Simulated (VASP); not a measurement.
Fe:

```
Fe
1.0
    -1.46400    1.46400    1.46400
     1.46400   -1.46400    1.46400
     1.46400    1.46400   -1.46400
Fe
1
Direct
  0.00000 0.00000 0.00000
```

Base run:

| Property | Result |
| --- | --- |
| Program | VASP 6.6.1 |
| Functional | r2SCAN |
| Potentials or basis | VASP PAW PBE potentials, release 64 (Fe) |
| Cutoff | 520 eV |
| k mesh | 14 × 14 × 14 |
| Occupations | fermi-dirac, width 0.1 eV |
| Spin | collinear spin, ferromagnetic start |
| Starting moments | [3.08] μB |
| Fixed moment | 3.08 μB |

Its results: pressure -0.3 GPa; site moments Fe +3.12 μB.

Question: The run is repeated on the same cell with these changes: fixed moment from 3.08 μB to 1.23 μB; moments at the start from [3.08] to [1.23]. What comes out?

Answer: Pressure -29.1 GPa; site moments Fe +1.31 μB.

Caveats: the PAW data sets were made with another functional, which shifts forces and pressure a little; the total moment is fixed, so each spin has its own Fermi level.
